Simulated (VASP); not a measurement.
A run of VASP 6.6.1 is set up as follows.

Contents of INCAR:

```
PREC = Accurate
ENCUT = 520
EDIFF = 1E-6
ISMEAR = 0
SIGMA = 0.05
LREAL = F
LASPH = T
NELM = 100
ALGO = Normal
ISIF = 2
LWAVE = F
LCHARG = F
GGA = PE
NBANDS = 20
```

The input KPOINTS:

```
Automatic mesh
0
Gamma
  8 8 8
```

File POSCAR:

```
CdF2
1.0
    0.0000000000      2.7147428468      2.6430736356
    2.7147428468      0.0000000000      2.6430736356
    2.7147428468      2.7147428468      0.0000000000
Cd F
1 2
Direct
    0.0000000000      0.0000000000      0.0000000000
    0.2500000000      0.2500000000      0.2500000000
    0.7500000000      0.7500000000      0.7500000000
```

Potentials or basis: VASP PAW PBE potentials, release 64 (Cd, F).

Run with:

```console
$ cat potpaw_PBE.64/Cd/POTCAR potpaw_PBE.64/F/POTCAR > POTCAR
$ mpirun -np 1 vasp_std > vasp.out
```

Estimate the pressure.

6.7 GPa.

Predict the band gap on the k mesh.

3.05 eV (least direct gap 3.54 eV).

Stress tensor (GPa, compression positive):
```
5.69 0.00 0.00
0.00 5.69 0.00
0.00 0.00 8.61
```

Caveat: the cell stands under pressure. A k mesh can miss the band edges.
